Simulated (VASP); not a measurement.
Cs, 2 atoms in the cell. Symmetry: Fd-3m, No. 227, cubic system. The conventional cell has a = 8.951 Å, b = 8.951 Å, c = 8.951 Å, α = 90.00°, β = 90.00°, γ = 90.00°. Within 5.1 Å of Cs (site symmetry -43m) lie 4 Cs at 3.88 Å. This isn't the form of Cs at room conditions, which is bcc.

| Item | Value |
| --- | --- |
| Program | VASP 6.6.1 |
| Task | single point |
| Functional | LDA |
| Potentials or basis | VASP PAW LDA potentials, release 64 (Cs_sv) |
| Cutoff | 520 eV |
| k mesh | 7 × 7 × 7 |
| Occupations | fermi-dirac, width 0.08 eV |
| Spin | no spin polarisation |
| Dipole correction | no |
| Further INCAR settings | ALGO = Normal; EDIFF = 1e-07; NBANDS = 16 |

Potentials or basis: VASP PAW LDA potentials, release 64 (Cs_sv).

Launch:

```sh
$ cat potpaw_LDA.64/Cs_sv/POTCAR > POTCAR
$ mpirun -np 1 vasp_std > vasp.out
```

Hardware: 1 thread of Intel(R) Xeon(R) 6975P-C (Granite Rapids), with other jobs on the host.

Estimate the wall time of this run.

Wall time 23 s on 1 thread of Intel(R) Xeon(R) 6975P-C (Granite Rapids) (shared host), peak memory 0.25 GiB. Counts: scf iterations 11, k points 20.
